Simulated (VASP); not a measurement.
Here is a VASP 6.6.1 calculation.

INCAR

```
  ALGO = Normal
  DIPOL = 0.5 0.5 0.319
  EDIFF = 1E-6
  ENCUT = 520
  GGA = PE
  IDIPOL = 3
  ISIF = 2
  ISMEAR = 0
  LASPH = T
  LCHARG = F
  LDIPOL = T
  LREAL = F
  LWAVE = F
  NBANDS = 60
  NELM = 80
  PREC = Accurate
  SIGMA = 0.1
```

KPOINTS

```
k-points
0
Gamma
  4 5 1
```

File POSCAR:

```
Zr8C
1.0
    6.4655797184      0.0000000000      0.0000000000
    0.0000000000      5.1691196971      0.0000000000
    0.0000000000      0.0000000000     18.9770873264
Zr C
8 1
Direct
    0.0000000000      0.7500000000      0.2107805024
    0.5000000000      0.7500000000      0.2107805024
    0.2500000000      0.2500000000      0.2599569661
    0.7500000000      0.2500000000      0.2599569661
    0.2500000000      0.7500000000      0.3477072663
    0.7500000000      0.7500000000      0.3477072663
    0.0000000000      0.2500000000      0.3940060557
    0.5000000000      0.2500000000      0.3940060557
    0.2500000000      0.6250000000      0.4455740751
```

Potentials or basis: VASP PAW PBE potentials, release 64 (Zr_sv, C).

Command:

```console
$ cat potpaw_PBE.64/Zr_sv/POTCAR potpaw_PBE.64/C/POTCAR > POTCAR
$ mpirun -np 1 vasp_std > vasp.out
```

Problem. Predict the band gap on the k mesh.

Solution. Zero (bands 50 and 51 overlap by 0.41 eV).

Problem. Predict the largest force.

Solution. 2.013 eV/Å.

Forces in eV/Å, atoms in the order of the input:
```
Zr  -0.313 -0.042 -0.112
Zr   0.313 -0.042 -0.112
Zr   0.000 -0.130 -0.639
Zr   0.000 -0.141 -0.121
Zr   0.000  0.527 -0.527
Zr   0.000  0.077 -0.080
Zr   0.675  0.881  0.773
Zr  -0.675  0.881  0.773
C    0.000 -2.012  0.045
```
